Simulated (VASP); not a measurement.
# Rb (C2/c) in VASP: single point with revPBE

Aim: the single point of Rb with revPBE.

Everything below comes from runs of VASP 6.6.1. Logs are shortened: lines on timing, memory, paths and dates and some standing lists are left out, and cuts for length are marked.

## 1. The cell of the first run

It takes space group C2/c (No. 15, monoclinic). Conventional cell: a = 5.036 Å, b = 9.276 Å, c = 8.892 Å, α = 90.00°, β = 103.92°, γ = 90.00°.

## 2. Single point, revPBE

INCAR reads:

```
SYSTEM = Rb
ALGO     = Normal         ! electronic algorithm
EDIFF    = 1E-6           ! SCF threshold, eV
ENCUT    = 500            ! plane-wave cutoff, eV
GGA      = RE             ! functional
GGA_COMPAT= .FALSE.      
ISIF     = 2              ! what is computed and relaxed
ISMEAR   = -1             ! smearing method
LASPH    = .TRUE.         ! aspherical terms in the spheres
LCHARG   = .TRUE.         ! write CHGCAR
LELF     = .TRUE.         ! ELF
LREAL    = .FALSE.        ! projectors in reciprocal space
LVHAR    = .TRUE.       
LWAVE    = .FALSE.        ! write WAVECAR
NBANDS   = 16             ! bands
NELM     = 120            ! most SCF steps
PREC     = Accurate       ! precision mode
SIGMA    = 0.1            ! smearing width, eV
```

KPOINTS reads:

```
k-points
0
G
  12 12 6
  0 0 0
```

POSCAR reads:

```
Rb
1.0
   -3.2349213485      3.3240134782      2.5171515754
    3.3240134782     -3.2349213485      2.5171515754
    6.0635504104      6.0635504104     -2.3539791766
Rb
2
Direct
    0.0054290861      0.9945709139      0.0000000000
    0.7445709139      0.2554290861      0.5000000000
```

Potentials or basis: VASP PAW PBE potentials, release 64 (Rb_sv).

The run is started by

```
> cat potpaw_PBE.64/Rb_sv/POTCAR > POTCAR
> mpirun -np 1 vasp_std > vasp.out
```

OUTCAR:

```text
SYSTEM = Rb
   EDIFF = 1E-6
   ENCUT = 500
   GGA = RE
   ISIF = 2
   ISMEAR = -1
   LASPH = .TRUE.
   LREAL = .FALSE.
   NELM = 120
   PREC = Accurate

 ion  position               nearest neighbor table
   1  0.005  0.995  0.000-   2 5.06   2 5.06   2 5.06   2 5.06
   2  0.745  0.255  0.500-   1 5.06   1 5.06   1 5.06   1 5.06

  LATTYP: Found a base centered monoclinic cell.
 ALAT       =     5.0358795686
 B/A-ratio  =     1.8419293909
 C/A-ratio  =     1.7658056649
 COS(beta)  =    -0.2405087151

  Lattice vectors:

 A1 = (  -3.2349213485,   3.3240134782,   2.5171515754)
 A2 = (   3.3240134782,  -3.2349213485,   2.5171515754)
 A3 = (   6.0635504104,   6.0635504104,  -2.3539791766)

Analysis of symmetry for initial positions (statically):
=====================================================================
 Subroutine PRICEL returns:
 Original cell was already a primitive cell.

 Routine SETGRP: Setting up the symmetry group for a
 base centered monoclinic supercell.

 Subroutine GETGRP returns: Found  4 space group operations
 (whereof  2 operations were pure point group operations)
 out of a pool of  4 trial point group operations.

The static configuration has the point symmetry C_2 .
 The point group associated with its full space group is C_2h.

Analysis of symmetry for dynamics (positions and initial velocities):
=====================================================================
 Subroutine PRICEL returns:
 Original cell was already a primitive cell.

 Routine SETGRP: Setting up the symmetry group for a
 base centered monoclinic supercell.

 Subroutine GETGRP returns: Found  4 space group operations
 (whereof  2 operations were pure point group operations)
 out of a pool of  4 trial point group operations.

The dynamic configuration has the point symmetry C_2 .
 The point group associated with its full space group is C_2h.

 Subroutine INISYM returns: Found  4 space group operations
 (whereof  2 operations are pure point group operations),
 and found     1 'primitive' translations

----------------------------------------------------------------------------------------

                                     Primitive cell

  volume of cell :     201.5920

  direct lattice vectors                    reciprocal lattice vectors
    -3.234921348  3.324013478  2.517151575    -0.037937714  0.114526067  0.197281838
     3.324013478 -3.234921348  2.517151575     0.114526067 -0.037937714  0.197281838
     6.063550410  6.063550410 -2.353979177     0.081897281  0.081897281 -0.002898675

  length of vectors
     5.277294173  5.277294173  8.892384670     0.231247949  0.231247949  0.115856513

  position of ions in fractional coordinates (direct lattice)
     0.005429086  0.994570914  1.000000000
     0.744570914  0.255429086  0.500000000

  ion indices of the primitive-cell ions
   primitive index   ion index
                 1           1
                 2           2

----------------------------------------------------------------------------------------

 KPOINTS: k-points

Automatic generation of k-mesh.
 Grid dimensions read from file:
 generate k-points for:   12   12    6

 Generating k-lattice:

  Cartesian coordinates                     Fractional coordinates (reciprocal lattice)
    -0.003161476  0.009543839  0.016440153     0.083333333 -0.000000000  0.000000000
     0.009543839 -0.003161476  0.016440153    -0.000000000  0.083333333  0.000000000
     0.013649547  0.013649547 -0.000483112    -0.000000000 -0.000000000  0.166666667

  Length of vectors
     0.019270662  0.019270662  0.019309419

  Shift w.r.t. Gamma in fractional coordinates (k-lattice)
     0.000000000  0.000000000  0.000000000

 Subroutine IBZKPT returns following result:
 ===========================================

 Found    242 irreducible k-points:

 Following reciprocal coordinates:
            Coordinates               Weight
  0.000000  0.000000  0.000000      1.000000
  0.083333  0.000000 -0.000000      4.000000
  0.166667 -0.000000  0.000000      4.000000
  0.250000 -0.000000  0.000000      4.000000
  0.333333  0.000000 -0.000000      4.000000
  0.416667 -0.000000 -0.000000      4.000000
[... 16 lines left out ...]
  0.500000  0.166667  0.000000      4.000000
 -0.416667  0.166667 -0.000000      4.000000
 [... further k-points ...]
   k-points           NKPTS =    242   k-points in BZ     NKDIM =    242   number of bands    NBANDS=     16
   number of dos      NEDOS =    301   number of ions     NIONS =      2
   total plane-waves  NPLWV = 112000
   dimension x,y,z NGX =    40 NGY =   40 NGZ =   70
   dimension x,y,z NGXF=    80 NGYF=   80 NGZF=  140
   ions per type =               2
   NGX,Y,Z   is equivalent  to a cutoff of  12.60, 12.60, 13.09 a.u.
   NGXF,Y,Z  is equivalent  to a cutoff of  25.20, 25.20, 26.17 a.u.
 SYSTEM =  Rb
   PREC   = accura    normal or accurate (medium, high low for compatibility)
   ISTART =      0    job   : 0-new  1-cont  2-samecut
   ICHARG =      2    charge: 1-file 2-atom 10-const
   ISPIN  =      1    spin polarized calculation?
   LNONCOLLINEAR =      F non collinear calculations
   LSORBIT =      F    spin-orbit coupling
   LASPH  =      T    aspherical Exc in radial PAW
   ENCUT  =  500.0 eV  36.75 Ry    6.06 a.u.   9.62  9.62 16.21*2*pi/ulx,y,z
   NELM   =    120;   NELMIN=  2; NELMDL= -5     # of ELM steps
   EDIFF  = 0.1E-05   stopping-criterion for ELM
   LREAL  =      F    real-space projection
   EDIFFG = 0.1E-04   stopping-criterion for IOM
   NSW    =      0    number of steps for IOM
   IBRION =     -1    ionic relax: 0-MD 1-quasi-New 2-CG
   NFREE  =      0    steps in history (QN), initial steepest desc. (CG)
   ISIF   =      2    stress and relaxation
   ISYM   =      2    0-nonsym 1-usesym 2-fastsym
   POTIM  = 0.5000    time-step for ionic-motion
   TEBEG  =    0.0;   TEEND  =   0.0 temperature during run
   PSTRESS=    0.0 pullay stress
   NELECT =      18.0000    total number of electrons
   NUPDOWN=      -1.0000    fix difference up-down
   EMIN   =  10.00;   EMAX   =-10.00  energy-range for DOS
   EFERMI =   0.00;   METHOD = LEGACY
   ISMEAR =    -1;   SIGMA  =   0.10  broadening in eV -4-tet -1-fermi 0-gaus
   EFERMI_NEDOS =   21; number of points for ismear=-14 and -15
   IALGO  =     38    algorithm
   IMIX   =      4    mixing-type and parameters
     AMIX     =   0.40;   BMIX     =  1.00
     AMIX_MAG =   1.60;   BMIX_MAG =  1.00
  volume/ion in A,a.u.               =     100.80       680.20
  Fermi-wavevector in a.u.,A,eV,Ry     =   0.731714  1.382739  7.284629  0.535405
  Thomas-Fermi vector in A             =   1.823999
   LORBIT       =      0    0 simple, 1 ext, 2 COOP (PROOUT), +10 PAW based schemes
   GGA     = RE    functional components
   LHFCALC =     F    Hartree Fock is set to
   AEXX    =    0.0000 exact exchange contribution
   IVDW    =     0    specifies the selected vdW correction
   LEPSILON=     F    determine dielectric tensor
   LRPA    =     F    only Hartree local field effects (RPA)
 non-spin polarized calculation
  energy-cutoff  :      500.00
  volume of cell :      201.59
 maximum number of plane-waves:      5144
   NGX = 19   NGY = 19   NGZ = 33

 number of electron      18.0000000 magnetization

 Free energy of the ion-electron system (eV)
  ---------------------------------------------------
  ext. energy  EPLUGINS =         0.00000000
  ---------------------------------------------------
  free energy    TOTEN  =        -1.68736636 eV

  energy without entropy =       -1.62547514  energy(sigma->0) =       -1.65642075

 E-fermi :  -0.0978     XC(G=0):  -5.1149

 val. band max:       -0.0982153770   @ k =  -0.0833  -0.4167   0.1667
 cond. band min:      -0.0969806188   @ k =   0.5000   0.0833  -0.0000
 fundamental gap:      0.0012347582
 Fermi energy:        -0.0978109888

 k-point     1 :       0.0000    0.0000    0.0000
  band No.  band energies     occupation
      1     -29.1129      2.00000
      2     -29.1105      2.00000
      3     -13.2380      2.00000
      4     -13.1825      2.00000
      5     -13.1705      2.00000
      6     -13.1699      2.00000
[... 8 lines left out ...]
     15       3.7394      0.00000
     16       3.7774      0.00000

 k-point     2 :       0.0833    0.0000   -0.0000
  band No.  band energies     occupation
      1     -29.1128      2.00000
      2     -29.1104      2.00000
      3     -13.2366      2.00000
      4     -13.1839      2.00000
      5     -13.1744      2.00000
      6     -13.1736      2.00000
[... 8 lines left out ...]
     15       3.5274      0.00000
     16       3.8183      0.00000

 k-point     3 :       0.1667   -0.0000    0.0000
  band No.  band energies     occupation
      1     -29.1123      2.00000
      2     -29.1102      2.00000
      3     -13.2327      2.00000
      4     -13.1897      2.00000
      5     -13.1843      2.00000
      6     -13.1818      2.00000
[... 8 lines left out ...]
     15       3.4670      0.00000
     16       3.6550      0.00000

 k-point     4 :       0.2500   -0.0000    0.0000
  band No.  band energies     occupation
      1     -29.1117      2.00000
      2     -29.1098      2.00000
      3     -13.2273      2.00000
      4     -13.2031      2.00000
      5     -13.1974      2.00000
      6     -13.1870      2.00000
[... 8 lines left out ...]
     15       3.3709      0.00000
     16       3.5017      0.00000

 k-point     5 :       0.3333    0.0000   -0.0000
  band No.  band energies     occupation
      1     -29.1111      2.00000
      2     -29.1095      2.00000
      3     -13.2237      2.00000
      4     -13.2174      2.00000
      5     -13.2088      2.00000
      6     -13.1902      2.00000
[... 8 lines left out ...]
     15       3.2318      0.00000
     16       3.5194      0.00000

 k-point     6 :       0.4167   -0.0000   -0.0000
  band No.  band energies     occupation
      1     -29.1106      2.00000
      2     -29.1093      2.00000
      3     -13.2298      2.00000
      4     -13.2249      2.00000
      5     -13.2111      2.00000
      6     -13.1914      2.00000
[... 8 lines left out ...]
     15       3.2087      0.00000
     16       3.5272      0.00000
[... 267 lines left out ...]
 k-point    21 :       0.3333    0.1667   -0.0000
  band No.  band energies     occupation
      1     -29.1104      2.00000
      2     -29.1093      2.00000
      3     -13.2287      2.00000
      4     -13.2239      2.00000
      5     -13.2123      2.00000
      6     -13.1972      2.00000
[... 8 lines left out ...]
     15       2.8630      0.00000
     16       3.5272      0.00000

 k-point    22 :       0.4167    0.1667    0.0000
  band No.  band energies     occupation
      1     -29.1103      2.00000
      2     -29.1093      2.00000
      3     -13.2293      2.00000
      4     -13.2234      2.00000
      5     -13.2095      2.00000
      6     -13.1978      2.00000
[... 8 lines left out ...]
     15       3.0861      0.00000
     16       3.1680      0.00000

 k-point    23 :       0.5000    0.1667    0.0000
  band No.  band energies     occupation
      1     -29.1105      2.00000
      2     -29.1095      2.00000
      3     -13.2246      2.00000
      4     -13.2195      2.00000
      5     -13.2068      2.00000
      6     -13.1976      2.00000
[... 8 lines left out ...]
     15       2.6800      0.00000
     16       3.3836      0.00000

 k-point    24 :      -0.4167    0.1667   -0.0000
  band No.  band energies     occupation
      1     -29.1110      2.00000
      2     -29.1097      2.00000
      3     -13.2211      2.00000
      4     -13.2126      2.00000
      5     -13.2036      2.00000
      6     -13.1948      2.00000
[... 8 lines left out ...]
     15       2.6831      0.00000
     16       3.5838      0.00000

 [... further k-points ...]

------------------------ aborting loop because EDIFF is reached ----------------------------------------

  FORCE on cell =-STRESS in cart. coord.  units (eV):
  Direction    XX          YY          ZZ          XY          YZ          ZX
  --------------------------------------------------------------------------------------
  -------------------------------------------------------------------------------------
  Total       -0.0194229     -0.0194229     -0.0113734     -0.0000788      0.0155547      0.0155547
  in kB       -0.1543658     -0.1543658     -0.0903913     -0.0006265      0.1236231      0.1236230
  external PRESSURE =      -0.1330410 kB  Pullay stress =       0.0000000 kB

 VOLUME and BASIS-vectors are now :
 -----------------------------------------------------------------------------
  energy-cutoff  :      500.00
  volume of cell :      201.59
      direct lattice vectors                 reciprocal lattice vectors
    -3.234921348  3.324013478  2.517151575    -0.037937714  0.114526067  0.197281838
     3.324013478 -3.234921348  2.517151575     0.114526067 -0.037937714  0.197281838
     6.063550410  6.063550410 -2.353979177     0.081897281  0.081897281 -0.002898675

 POSITION                                       TOTAL-FORCE (eV/Angst)
 -----------------------------------------------------------------------------------
      3.28840     -3.19931      2.51715        -0.001506      0.001506     -0.000000
      1.47220      4.68045      1.34016         0.001506     -0.001506      0.000000
 -----------------------------------------------------------------------------------
    total drift:                               -0.000000      0.000000     -0.000000

  FREE ENERGIE OF THE ION-ELECTRON SYSTEM (eV)
  ---------------------------------------------------
  free  energy   TOTEN  =        -1.6873663590 eV

  energy  without entropy=       -1.6254751368  energy(sigma->0) =       -1.65642075
```

Wall time 9.7 min (1 thread of Intel Xeon Platinum 8559C (Emerald Rapids), shared host); peak memory 0.73 GiB.

Results:

| Property | Result |
| --- | --- |
| Free energy | -1.6874 eV |
| Pressure | 0.0 GPa |
| Band gap on the k mesh | zero (bands 9 and 10 overlap by 2.11 eV) |

Forces in eV/Å, atoms in the order of the input:
```
Rb  -0.002  0.002  0.000
Rb   0.002 -0.002  0.000
```

Levels at points of the mesh, in eV from the Fermi level:
| k point | band 5 | band 6 | band 7 | band 8 | band 9 | band 10 | band 11 | band 12 | band 13 | band 14 |
| --- | --- | --- | --- | --- | --- | --- | --- | --- | --- | --- |
| (0.00, 0.00, 0.00) | -13.07 | -13.07 | -13.07 | -13.07 | -1.83 | 0.13 | 0.53 | 3.17 | 3.29 | 3.82 |
| (0.50, 0.00, 0.00) | -13.11 | -13.09 | -13.09 | -13.08 | 0.19 | 0.46 | 0.99 | 1.55 | 1.86 | 2.89 |
| (0.50, 0.50, 0.00) | -13.10 | -13.10 | -13.08 | -13.08 | 0.07 | 0.10 | 1.47 | 1.55 | 1.82 | 1.94 |
| (0.00, 0.00, 0.50) | -13.08 | -13.08 | -13.07 | -13.07 | -1.23 | -1.23 | 2.18 | 2.18 | 3.35 | 3.35 |
| (0.50, 0.00, 0.50) | -13.11 | -13.09 | -13.09 | -13.08 | 0.25 | 0.53 | 0.85 | 1.35 | 2.03 | 2.89 |
| (0.50, 0.50, 0.50) | -13.09 | -13.09 | -13.08 | -13.08 | 0.33 | 0.33 | 0.75 | 0.75 | 2.42 | 2.42 |

Caveat: the PAW data sets were made with another functional, which shifts forces and pressure a little.
